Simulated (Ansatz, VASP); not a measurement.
# One calculation of Si3N2, two programs

File INCAR:

```
SYSTEM = Si3N2
PREC = Accurate ; ENCUT = 600
EDIFF = 1E-6 ; ISMEAR = 0
SIGMA = 0.1 ; LREAL = .FALSE.
LASPH = .TRUE. ; NELM = 80
ALGO = Normal ; ISIF = 3
LWAVE = .FALSE. ; LCHARG = .FALSE.
GGA = PE ; IBRION = 2
NSW = 90 ; EDIFFG = -0.04
```

File KPOINTS:

```
regular mesh
0
G
  6 6 6
  0 0 0
```

Contents of POSCAR:

```
Si3N2
1.0
    2.6674574930      1.5400573016      4.8551732109
   -2.6674574930      1.5400573016      4.8551732109
    0.0000000000     -3.0801146033      4.8551732109
Si N
6 4
Direct
    0.0562500000      0.4437500000      0.7500000000
    0.7500000000      0.0562500000      0.4437500000
    0.4437500000      0.7500000000      0.0562500000
    0.9437500000      0.5562500000      0.2500000000
    0.2500000000      0.9437500000      0.5562500000
    0.5562500000      0.2500000000      0.9437500000
    0.8521800000      0.8521800000      0.8521800000
    0.6478200000      0.6478200000      0.6478200000
    0.1478200000      0.1478200000      0.1478200000
    0.3521800000      0.3521800000      0.3521800000
```

Input for Ansatz:

```yaml
crystal:
  lattice:
    - [2.667457493, 1.5400573016, 4.8551732109]
    - [-2.667457493, 1.5400573016, 4.8551732109]
    - [0.0, -3.0801146033, 4.8551732109]
  atoms:
    - { symbol: Si, position: [0.05625, 0.44375, 0.75] }
    - { symbol: Si, position: [0.75, 0.05625, 0.44375] }
    - { symbol: Si, position: [0.44375, 0.75, 0.05625] }
    - { symbol: Si, position: [0.94375, 0.55625, 0.25] }
    - { symbol: Si, position: [0.25, 0.94375, 0.55625] }
    - { symbol: Si, position: [0.55625, 0.25, 0.94375] }
    - { symbol: "N", position: [0.85218, 0.85218, 0.85218] }
    - { symbol: "N", position: [0.64782, 0.64782, 0.64782] }
    - { symbol: "N", position: [0.14782, 0.14782, 0.14782] }
    - { symbol: "N", position: [0.35218, 0.35218, 0.35218] }
basis:
  ecutwfc: 420
kpoints:
  mp_grid: { grid: [6, 6, 6] }
hamiltonian:
  xc: pbe
scf:
  occupations: { method: gaussian, width: 0.1 }
  lower_state_search: "off"
output:
  forces: true
  stress: true
  eigenvalues: true
relax:
  adjacent_minimum: "off"
  f_tol: 0.04
  max_steps: 70
  cell: { stress_tol: 0.4 }
```

Alike in both runs: task relaxation of cell and atoms; functional PBE; k mesh 6 × 6 × 6; occupations gaussian, width 0.1 eV; no spin polarisation.

```csv
,VASP,Ansatz
version,VASP 6.6.1,Ansatz 0.2.0
potentials or method,"VASP PAW PBE potentials, release 64 (Si, N), cutoff 600 eV","scalar-relativistic, plane waves, PAW"
valence electrons in the cell,44,44
```

|  | VASP | Ansatz | Ansatz less VASP |
| --- | --- | --- | --- |
| gap on the k mesh at the Fermi level, each at its own relaxed structure (eV) | none | none | - |
| relaxed volume (Å³/atom) | 12.57 | 12.58 | +0.015 |
| relaxed cell length with the largest relative difference (Å) | 5.303 | 5.304 | +0.0016 |

A gap of «none» marks a metal or a gap that the smearing closes.
